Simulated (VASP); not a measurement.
Wanted: the native input for a VASP 6.6.1 run.

- Task: single point
- Functional: LDA
- Potentials or basis: VASP PAW LDA potentials, release 64 (Se, Ga_d, Cu)
- Cutoff: 520 eV
- k mesh: 7 × 7 × 7
- Occupations: fermi-dirac, width 0.05 eV
- Spin: no spin polarisation
- Dipole correction: no
- Further INCAR settings: ALGO = Normal; EDIFF = 1e-06; NBANDS = 46

The structure of GaCuSe2 lies in POSCAR:

```
GaCuSe2
1.0
   -2.7544025440      2.7544025440      5.4784748871
    2.7544025440     -2.7544025440      5.4784748871
    2.7544025440      2.7544025440     -5.4784748871
Se Ga Cu
4 2 2
Direct
    0.1159655623      0.6250000000     -0.0090344377
    0.8750000000      0.8840344377      0.5090344377
    0.6340344377      0.1250000000      1.0090344377
    0.3750000000      0.3659655623      0.4909655623
    0.2500000000      0.7500000000      0.5000000000
    0.5000000000      0.5000000000      0.0000000000
    0.7500000000      0.2500000000      0.5000000000
    0.0000000000      0.0000000000      0.0000000000
```

One way to write it, as run:

INCAR

```
PREC = Accurate
ENCUT = 520
EDIFF = 1E-6
ISMEAR = -1
SIGMA = 0.05
LREAL = False
LASPH = True
NELM = 80
ALGO = Normal
ISIF = 2
LWAVE = False
LCHARG = False
GGA = CA
NBANDS = 46
```

KPOINTS

```
Automatic mesh
0
Gamma
  7 7 7
```

Potentials or basis: VASP PAW LDA potentials, release 64 (Se, Ga_d, Cu).

The run is started by

```sh
$ cat potpaw_LDA.64/Se/POTCAR potpaw_LDA.64/Ga_d/POTCAR potpaw_LDA.64/Cu/POTCAR > POTCAR
$ mpirun -np 1 vasp_std > vasp.out
```

It gave:

```
Pressure               : 0.3 GPa
Largest force          : 0.011 eV/Å
Band gap on the k mesh : 0.22 eV
```

Caveat: semilocal functionals underestimate gaps, and a narrow one can read as zero.

Run time: 10 min on 1 thread of Intel(R) Xeon(R) Platinum 8259CL CPU @ 2.50GHz (Skylake/Cascade Lake), on a shared host, peak memory 0.45 GiB.
